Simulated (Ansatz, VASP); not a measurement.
# Si: VASP beside Ansatz

```
CELL_PARAMETERS angstrom
0.00000 1.94078 1.94078
1.94078 0.00000 1.94078
1.94078 1.94078 0.00000
ATOMIC_POSITIONS crystal
Si 0.00000 0.00000 0.00000
```

Alike in both runs: task single point; functional RPBE; k mesh 16 × 16 × 16; occupations fermi-dirac, width 0.1 eV; no spin polarisation.

```csv
,VASP,Ansatz
version,VASP 6.6.1,Ansatz 0.2.0
potentials or method,"VASP PAW PBE potentials, release 64 (Si), cutoff 520 eV","plane waves (420 eV) with PAW, scalar-relativistic"
valence electrons in the cell,4,4
```

Ansatz gave:

```
pressure (GPa) : 0.2
```

Problem. Which values does VASP return?

Solution. Pressure (GPa): -0.2.

VASP's potentials were made for PBE, not for RPBE.
